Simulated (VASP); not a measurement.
# SiC in VASP: notebook

Runs on SiC. Level: PBEsol+D3(BJ). Tasks: single point.

Program: VASP 6.6.1. These are calculated values, not measurements. Logs are shortened: lines on timing, memory, paths and dates and some standing lists are left out, and cuts for length are marked.

## Step 1: The cell of the first run

The cell holds a slab with vacuum, 6 atoms: a = 3.082 Å, b = 3.082 Å, c = 19.661 Å, α = 90.00°, β = 90.00°, γ = 60.00°.

## Step 2: Single point, PBEsol+D3(BJ)

INCAR

```
  PREC = Accurate
  ENCUT = 520
  EDIFF = 1E-6
  ISMEAR = -1
  SIGMA = 0.1
  LREAL = False
  LASPH = True
  NELM = 120
  ALGO = Normal
  ISIF = 2
  LWAVE = False
  LCHARG = False
  LDIPOL = True
  IDIPOL = 3
  DIPOL = 0.5 0.5 0.498
  GGA = PS
  IVDW = 12
  NBANDS = 21
  GGA_COMPAT = False
  NELMDL = -8
```

KPOINTS

```
regular mesh
0
Gamma
  5 5 1
```

POSCAR

```
SiC
1.0
    3.0815713524      0.0000000000      0.0000000000
    1.5407856762      2.6687190748      0.0000000000
    0.0000000000      0.0000000000     19.6612080645
Si C
3 3
Direct
    0.0000000000      0.0000000000      0.3560310220
    0.3333333333      0.3333333333      0.4840034469
    0.6666666667      0.6666666667      0.6145564834
    0.3333333333      0.3333333333      0.3880241282
    0.6666666667      0.6666666667      0.5121792867
    0.0000000000      0.0000000000      0.6322587719
```

Potentials or basis: VASP PAW PBE potentials, release 64 (Si, C).

Started as:

```
> cat potpaw_PBE.64/Si/POTCAR potpaw_PBE.64/C/POTCAR > POTCAR
> mpirun -np 1 vasp_std > vasp.out
```

OUTCAR:

```text
PREC = Accurate
   ENCUT = 520
   EDIFF = 1E-6
   ISMEAR = -1
   LREAL = False
   LASPH = True
   NELM = 120
   ISIF = 2
   GGA = PS
   IVDW = 12
   NELMDL = -8
 IVDW          = 12

 ion  position               nearest neighbor table
   1  0.000  0.000  0.356-   4 1.89   4 1.89   4 1.89   2 3.08   2 3.08   2 3.08
   2  0.333  0.333  0.484-   5 1.86   5 1.86   5 1.86   4 1.89   1 3.08   1 3.08   1 3.08   3 3.12
                             3 3.12   3 3.12
   3  0.667  0.667  0.615-   6 1.81   6 1.81   6 1.81   5 2.01   2 3.12   2 3.12   2 3.12
   4  0.333  0.333  0.388-   1 1.89   1 1.89   1 1.89   2 1.89
   5  0.667  0.667  0.512-   2 1.86   2 1.86   2 1.86   3 2.01
   6  0.000  0.000  0.632-   3 1.81   3 1.81   3 1.81

  LATTYP: Found a hexagonal cell.
 ALAT       =     3.0815713524
 C/A-ratio  =     6.3802540379

  Lattice vectors:

 A1 = (  -1.5407856762,  -2.6687190748,   0.0000000000)
 A2 = (   3.0815713524,   0.0000000000,   0.0000000000)
 A3 = (   0.0000000000,   0.0000000000,  19.6612080645)

Analysis of symmetry for initial positions (statically):
=====================================================================
 Subroutine PRICEL returns:
 Original cell was already a primitive cell.

 Routine SETGRP: Setting up the symmetry group for a
 hexagonal supercell.

 Subroutine GETGRP returns: Found  6 space group operations
 (whereof  6 operations were pure point group operations)
 out of a pool of 24 trial point group operations.

The static configuration has the point symmetry C_3v.

Analysis of symmetry for dynamics (positions and initial velocities):
=====================================================================
 Subroutine PRICEL returns:
 Original cell was already a primitive cell.

 Routine SETGRP: Setting up the symmetry group for a
 hexagonal supercell.

 Subroutine GETGRP returns: Found  6 space group operations
 (whereof  6 operations were pure point group operations)
 out of a pool of 24 trial point group operations.

The dynamic configuration has the point symmetry C_3v.

 Subroutine INISYM returns: Found  6 space group operations
 (whereof  6 operations are pure point group operations),
 and found     1 'primitive' translations

----------------------------------------------------------------------------------------

                                     Primitive cell

  volume of cell :     161.6908

  direct lattice vectors                    reciprocal lattice vectors
     3.081571352  0.000000000  0.000000000     0.324509766 -0.187355801  0.000000000
     1.540785676  2.668719075  0.000000000     0.000000000  0.374711602  0.000000000
     0.000000000  0.000000000 19.661208064     0.000000000  0.000000000  0.050861575

  length of vectors
     3.081571352  3.081571352 19.661208064     0.374711602  0.374711602  0.050861575

  position of ions in fractional coordinates (direct lattice)
     0.000000000  0.000000000  0.356031022
     0.333333333  0.333333333  0.484003447
     0.666666667  0.666666667  0.614556483
     0.333333333  0.333333333  0.388024128
     0.666666667  0.666666667  0.512179287
     0.000000000  0.000000000  0.632258772

  ion indices of the primitive-cell ions
   primitive index   ion index
                 1           1
                 2           2
                 3           3
                 4           4
                 5           5
                 6           6

----------------------------------------------------------------------------------------

 KPOINTS: regular mesh

Automatic generation of k-mesh.
 Grid dimensions read from file:
 generate k-points for:    5    5    1

 Generating k-lattice:

  Cartesian coordinates                     Fractional coordinates (reciprocal lattice)
     0.064901953 -0.037471160  0.000000000     0.200000000 -0.000000000  0.000000000
     0.000000000  0.074942320  0.000000000     0.000000000  0.200000000  0.000000000
     0.000000000  0.000000000  0.050861575     0.000000000  0.000000000  1.000000000

  Length of vectors
     0.074942320  0.074942320  0.050861575

  Shift w.r.t. Gamma in fractional coordinates (k-lattice)
     0.000000000  0.000000000  0.000000000

 Subroutine IBZKPT returns following result:
 ===========================================

 Found      5 irreducible k-points:

 Following reciprocal coordinates:
            Coordinates               Weight
  0.000000  0.000000  0.000000      1.000000
  0.200000 -0.000000  0.000000      6.000000
  0.400000 -0.000000  0.000000      6.000000
  0.400000  0.200000  0.000000      6.000000
 -0.400000  0.200000  0.000000      6.000000
   k-points           NKPTS =      5   k-points in BZ     NKDIM =      5   number of bands    NBANDS=     21
   number of dos      NEDOS =    301   number of ions     NIONS =      6
   total plane-waves  NPLWV =  86400
   dimension x,y,z NGX =    24 NGY =   24 NGZ =  150
   dimension x,y,z NGXF=    48 NGYF=   48 NGZF=  300
   ions per type =               3   3
   NGX,Y,Z   is equivalent  to a cutoff of  12.95, 12.95, 12.68 a.u.
   NGXF,Y,Z  is equivalent  to a cutoff of  25.90, 25.90, 25.37 a.u.
 SYSTEM =  unknown system
   PREC   = accura    normal or accurate (medium, high low for compatibility)
   ISTART =      0    job   : 0-new  1-cont  2-samecut
   ICHARG =      2    charge: 1-file 2-atom 10-const
   ISPIN  =      1    spin polarized calculation?
   LNONCOLLINEAR =      F non collinear calculations
   LSORBIT =      F    spin-orbit coupling
   LASPH  =      T    aspherical Exc in radial PAW
   ENCUT  =  520.0 eV  38.22 Ry    6.18 a.u.   5.73  5.73 36.56*2*pi/ulx,y,z
   NELM   =    120;   NELMIN=  2; NELMDL= -8     # of ELM steps
   EDIFF  = 0.1E-05   stopping-criterion for ELM
   LREAL  =      F    real-space projection
   EDIFFG = 0.1E-04   stopping-criterion for IOM
   NSW    =      0    number of steps for IOM
   IBRION =     -1    ionic relax: 0-MD 1-quasi-New 2-CG
   NFREE  =      0    steps in history (QN), initial steepest desc. (CG)
   ISIF   =      2    stress and relaxation
   ISYM   =      2    0-nonsym 1-usesym 2-fastsym
   POTIM  = 0.5000    time-step for ionic-motion
   TEBEG  =    0.0;   TEEND  =   0.0 temperature during run
   PSTRESS=    0.0 pullay stress
   NELECT =      24.0000    total number of electrons
   NUPDOWN=      -1.0000    fix difference up-down
   EMIN   =  10.00;   EMAX   =-10.00  energy-range for DOS
   EFERMI =   0.00;   METHOD = LEGACY
   ISMEAR =    -1;   SIGMA  =   0.10  broadening in eV -4-tet -1-fermi 0-gaus
   EFERMI_NEDOS =   21; number of points for ismear=-14 and -15
   IALGO  =     38    algorithm
   IMIX   =      4    mixing-type and parameters
     AMIX     =   0.40;   BMIX     =  1.00
     AMIX_MAG =   1.60;   BMIX_MAG =  1.00
  volume/ion in A,a.u.               =      26.95       181.86
  Fermi-wavevector in a.u.,A,eV,Ry     =   0.866796  1.638007 10.222534  0.751335
  Thomas-Fermi vector in A             =   1.985237
   LORBIT       =      0    0 simple, 1 ext, 2 COOP (PROOUT), +10 PAW based schemes
   GGA     = PS    functional components
   LHFCALC =     F    Hartree Fock is set to
   AEXX    =    0.0000 exact exchange contribution
   IVDW    =    12    specifies the selected vdW correction
   LEPSILON=     F    determine dielectric tensor
   LRPA    =     F    only Hartree local field effects (RPA)
 non-spin polarized calculation
  energy-cutoff  :      520.00
  volume of cell :      161.69
 maximum number of plane-waves:      4368
   NGX = 11   NGY = 11   NGZ = 73

 dipolmoment           0.000000      0.000000     -0.095623 electrons x Angstroem

 number of electron      24.0000000 magnetization

 dipolmoment           0.000000      0.000000      0.056902 electrons x Angstroem

 Free energy of the ion-electron system (eV)
  ---------------------------------------------------
  ext. energy  EPLUGINS =         0.00000000
  ---------------------------------------------------
  free energy    TOTEN  =       -43.89273126 eV

  energy without entropy =      -43.76575881  energy(sigma->0) =      -43.82924504

 E-fermi :   0.2410     XC(G=0):  -5.2799

 val. band max:        0.0242111337   @ k =  -0.4000   0.2000   0.0000
 cond. band min:       0.2603860326   @ k =   0.4000   0.2000   0.0000
 fundamental gap:      0.2361748989
 Fermi energy:         0.2410119317

 k-point     1 :       0.0000    0.0000    0.0000
  band No.  band energies     occupation
      1     -15.7808      2.00000
      2     -14.4289      2.00000
      3     -12.7204      2.00000
      4      -7.7494      2.00000
      5      -4.4809      2.00000
      6      -1.8643      2.00000
[... 13 lines left out ...]
     20       6.5346      0.00000
     21       6.9485      0.00000

 k-point     2 :       0.2000   -0.0000    0.0000
  band No.  band energies     occupation
      1     -15.1022      2.00000
      2     -13.7707      2.00000
      3     -12.0934      2.00000
      4      -7.2422      2.00000
      5      -4.8315      2.00000
      6      -3.8791      2.00000
[... 13 lines left out ...]
     20       7.3332      0.00000
     21       7.5782      0.00000

 k-point     3 :       0.4000   -0.0000    0.0000
  band No.  band energies     occupation
      1     -13.2567      2.00000
      2     -12.0853      2.00000
      3     -10.6645      2.00000
      4      -8.4044      2.00000
      5      -7.6097      2.00000
      6      -6.4273      2.00000
[... 13 lines left out ...]
     20       7.6924      0.00000
     21       8.3440      0.00000

 k-point     4 :       0.4000    0.2000    0.0000
  band No.  band energies     occupation
      1     -13.8172      2.00000
      2     -12.5544      2.00000
      3     -10.9864      2.00000
      4      -7.2771      2.00000
      5      -6.4927      2.00000
      6      -5.5350      2.00000
[... 13 lines left out ...]
     20       7.6707      0.00000
     21       8.0529      0.00000

 k-point     5 :      -0.4000    0.2000    0.0000
  band No.  band energies     occupation
      1     -12.1694      2.00000
      2     -11.3749      2.00000
      3     -10.1834      2.00000
      4      -8.5508      2.00000
      5      -7.8046      2.00000
      6      -7.1358      2.00000
[... 13 lines left out ...]
     20       8.0971      0.00000
     21       8.8611      0.00000

------------------------ aborting loop because EDIFF is reached ----------------------------------------

 vacuum level on the upper side and lower side of the slab       (xc-potential included)         0.405        -0.841

 Edisp (eV)   -1.02543

 E8    (eV) :    -0.6254

  FORCE on cell =-STRESS in cart. coord.  units (eV):
  Direction    XX          YY          ZZ          XY          YZ          ZX
  --------------------------------------------------------------------------------------
  -------------------------------------------------------------------------------------
  Total       0.30518     0.30518     1.10202     0.00000    -0.00000     0.00000
  in kB       3.02404     3.02404    10.91977     0.00000    -0.00000     0.00000
  external pressure =        5.66 kB  Pullay stress =        0.00 kB

 VOLUME and BASIS-vectors are now :
 -----------------------------------------------------------------------------
  energy-cutoff  :      520.00
  volume of cell :      161.69
      direct lattice vectors                 reciprocal lattice vectors
     3.081571352  0.000000000  0.000000000     0.324509766 -0.187355801  0.000000000
     1.540785676  2.668719075  0.000000000     0.000000000  0.374711602  0.000000000
     0.000000000  0.000000000 19.661208064     0.000000000  0.000000000  0.050861575

 POSITION                                       TOTAL-FORCE (eV/Angst)
 -----------------------------------------------------------------------------------
      0.00000      0.00000      7.00000         0.000000      0.000000      0.751207
      1.54079      0.88957      9.51609        -0.000000     -0.000000      0.811018
      3.08157      1.77915     12.08292         0.000000      0.000000     -0.007960
      1.54079      0.88957      7.62902         0.000000      0.000000     -1.586661
      3.08157      1.77915     10.07006        -0.000000     -0.000000      0.019967
      0.00000      0.00000     12.43097         0.000000      0.000000      0.012428
 -----------------------------------------------------------------------------------
    total drift:                                0.000000      0.000000      0.000123

  FREE ENERGIE OF THE ION-ELECTRON SYSTEM (eV)
  ---------------------------------------------------
  free  energy   TOTEN  =       -44.9181655923 eV

  energy  without entropy=      -44.7911931337  energy(sigma->0) =      -44.85467936

 vacuum level on the upper side and lower side of the slab         5.819         4.539
```

It took 88 s on 1 thread of Intel Xeon 8259CL, shared host; peak memory 0.28 GiB.

What came out:

```
Free energy                : -44.9182 eV
Largest force              : 1.587 eV/Å
Dispersion energy per atom : -0.171 eV
```

Forces on the atoms (eV/Å):
```
Si   0.000  0.000  0.751
Si   0.000  0.000  0.811
Si   0.000  0.000 -0.008
C    0.000  0.000 -1.587
C    0.000  0.000  0.020
C    0.000  0.000  0.012
```

Levels at points of the mesh, in eV from the Fermi level:
```tsv
k point	band 10	band 11	band 12	band 13	band 14	band 15
(0.00, 0.00, 0.00)	-1.10	-0.86	-0.86	0.44	4.31	4.55
```

Caveat: the k points lie up to 0.47 Å⁻¹ apart; three body term missing; the PAW data sets were made with another functional, which shifts forces and pressure a little.

## Step 3: Single point, PBEsol+D3(BJ)

INCAR

```
SYSTEM = SiC
PREC = Accurate ; ENCUT = 520
EDIFF = 1E-6 ; ISMEAR = -1
SIGMA = 0.1 ; LREAL = .False.
LASPH = .True. ; NELM = 120
ALGO = Normal ; ISIF = 2
LWAVE = .False. ; LCHARG = .True.
LDIPOL = .True. ; IDIPOL = 3
DIPOL = 0.5 0.5 0.500 ; GGA = PS
IVDW = 12 ; LELF = .True.
LVHAR = .True. ; LVACPOTAV = .True.
NBANDS = 21 ; GGA_COMPAT = .False.
NELMDL = -8
```

KPOINTS

```
regular mesh
0
Gamma
  5 5 1
  0 0 0
```

POSCAR

```
SiC
1.0
    3.0815713524      0.0000000000      0.0000000000
    1.5407856762      2.6687190748      0.0000000000
    0.0000000000      0.0000000000     19.6612080645
Si C
3 3
Direct
    0.0000000000      0.0000000000      0.3560310220
    0.3333333333      0.3333333333      0.4840034469
    0.6666666667      0.6666666667      0.6119758718
    0.3333333333      0.3333333333      0.3880241282
    0.6666666667      0.6666666667      0.5159965531
    0.0000000000      0.0000000000      0.6439689780
```

Potentials or basis: VASP PAW PBE potentials, release 64 (Si, C).

Started as:

```
> cat potpaw_PBE.64/Si/POTCAR potpaw_PBE.64/C/POTCAR > POTCAR
> mpirun -np 1 vasp_std > vasp.out
```

OUTCAR:

```text
SYSTEM = SiC
   PREC = Accurate
   ENCUT = 520
   EDIFF = 1E-6
   ISMEAR = -1
   LREAL = .False.
   LASPH = .True.
   NELM = 120
   ISIF = 2
   GGA = PS
   IVDW = 12
   NELMDL = -8
 IVDW          = 12

 ion  position               nearest neighbor table
   1  0.000  0.000  0.356-   4 1.89   4 1.89   4 1.89   2 3.08   2 3.08   2 3.08
   2  0.333  0.333  0.484-   5 1.89   5 1.89   4 1.89   5 1.89   1 3.08   3 3.08   3 3.08   1 3.08
                             1 3.08   3 3.08
   3  0.667  0.667  0.612-   6 1.89   6 1.89   6 1.89   5 1.89   2 3.08   2 3.08   2 3.08
   4  0.333  0.333  0.388-   1 1.89   1 1.89   1 1.89   2 1.89
   5  0.667  0.667  0.516-   2 1.89   2 1.89   3 1.89   2 1.89
   6  0.000  0.000  0.644-   3 1.89   3 1.89   3 1.89
[... 313 lines left out ...]
  Total      -1.49611    -1.49611    -0.54471     0.00000    -0.00000     0.00000
  in kB     -14.82477   -14.82477    -5.39745     0.00000    -0.00000     0.00000
  external pressure =      -11.68 kB  Pullay stress =        0.00 kB

 VOLUME and BASIS-vectors are now :
 -----------------------------------------------------------------------------
  energy-cutoff  :      520.00
  volume of cell :      161.69
      direct lattice vectors                 reciprocal lattice vectors
     3.081571352  0.000000000  0.000000000     0.324509766 -0.187355801  0.000000000
     1.540785676  2.668719075  0.000000000     0.000000000  0.374711602  0.000000000
     0.000000000  0.000000000 19.661208064     0.000000000  0.000000000  0.050861575

 POSITION                                       TOTAL-FORCE (eV/Angst)
 -----------------------------------------------------------------------------------
      0.00000      0.00000      7.00000         0.000000      0.000000      0.727920
      1.54079      0.88957      9.51609        -0.000000     -0.000000      0.956166
      3.08157      1.77915     12.03218         0.000000     -0.000000      2.895884
      1.54079      0.88957      7.62902        -0.000000      0.000000     -1.122362
      3.08157      1.77915     10.14512         0.000000      0.000000     -1.106663
      0.00000      0.00000     12.66121         0.000000      0.000000     -2.350946
 -----------------------------------------------------------------------------------
    total drift:                                0.000000      0.000000     -0.000513

  FREE ENERGIE OF THE ION-ELECTRON SYSTEM (eV)
  ---------------------------------------------------
  free  energy   TOTEN  =       -44.5292347742 eV

  energy  without entropy=      -44.3830216298  energy(sigma->0) =      -44.45612820

 vacuum level on the upper side and lower side of the slab         6.513         4.538
```

OSZICAR:

```text
N       E                     dE             d eps       ncg     rms          rms(c)
DAV:   1     0.119749769483E+03    0.11975E+03   -0.94475E+03   210   0.906E+02
DAV:   2    -0.344992888792E+02   -0.15425E+03   -0.14932E+03   301   0.187E+02
DAV:   3    -0.499895668290E+02   -0.15490E+02   -0.15334E+02   258   0.598E+01
[... 25 lines left out ...]
DAV:  29    -0.435088304033E+02   -0.28938E-04   -0.75978E-06   237   0.730E-03    0.203E-03
DAV:  30    -0.435088479983E+02   -0.17595E-04   -0.13235E-06   213   0.416E-03    0.363E-03
DAV:  31    -0.435088566690E+02   -0.86706E-05   -0.53671E-07   205   0.273E-03    0.217E-03
DAV:  32    -0.435088589431E+02   -0.22741E-05   -0.95611E-07   210   0.273E-03    0.151E-03
DAV:  33    -0.435088594978E+02   -0.55472E-06   -0.12033E-07   207   0.135E-03
   1 F= -.44529235E+02 E0= -.44456128E+02  d E =-.146213E+00
```

Wall time 90 s (1 thread of Intel Xeon 8259CL, shared host); peak memory 0.27 GiB.

What came out:

```
Free energy                : -44.5292 eV
Largest force              : 2.896 eV/Å
Dispersion energy per atom : -0.170 eV
```

Forces on the atoms (eV/Å):
```
Si   0.000  0.000  0.728
Si   0.000  0.000  0.956
Si   0.000  0.000  2.896
C    0.000  0.000 -1.122
C    0.000  0.000 -1.107
C    0.000  0.000 -2.351
```

Caveat: the k points lie up to 0.47 Å⁻¹ apart; three body term missing; the PAW data sets were made with another functional, which shifts forces and pressure a little.
